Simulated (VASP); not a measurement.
Here is a VASP 6.6.1 calculation.

INCAR

```
PREC = Accurate ; ENCUT = 500
EDIFF = 1E-6 ; ISMEAR = 0
SIGMA = 0.01 ; LREAL = False
LASPH = True ; NELM = 120
ALGO = Normal ; ISIF = 2
LWAVE = False ; LCHARG = True
GGA = PS ; LELF = True
LVHAR = True ; NBANDS = 16
GGA_COMPAT = False
```

Contents of KPOINTS:

```
regular mesh
0
Gamma
  6 6 6
```

The input POSCAR:

```
GaSb
1.0
    0.0000000000      2.9313906686      2.9313906686
    2.9313906686      0.0000000000      2.9313906686
    2.9313906686      2.9313906686      0.0000000000
Ga Sb
1 1
Direct
    0.0000000000      0.0000000000      0.0000000000
    0.2500000000      0.2500000000      0.2500000000
```

Potentials or basis: VASP PAW PBE potentials, release 64 (Ga_d, Sb).

Command:

```bash
$ cat potpaw_PBE.64/Ga_d/POTCAR potpaw_PBE.64/Sb/POTCAR > POTCAR
$ mpirun -np 1 vasp_std > vasp.out
```

Task: Predict the band gap on the k mesh.

Result: 0.63 eV, indirect (least direct gap 0.94 eV).

Task: Estimate the pressure.

Result: 8.8 GPa.

Caveat: the PAW data sets were made with another functional, which shifts forces and pressure a little; spin-orbit coupling is left out, which moves the levels of the heavy elements. A k mesh can miss the band edges.
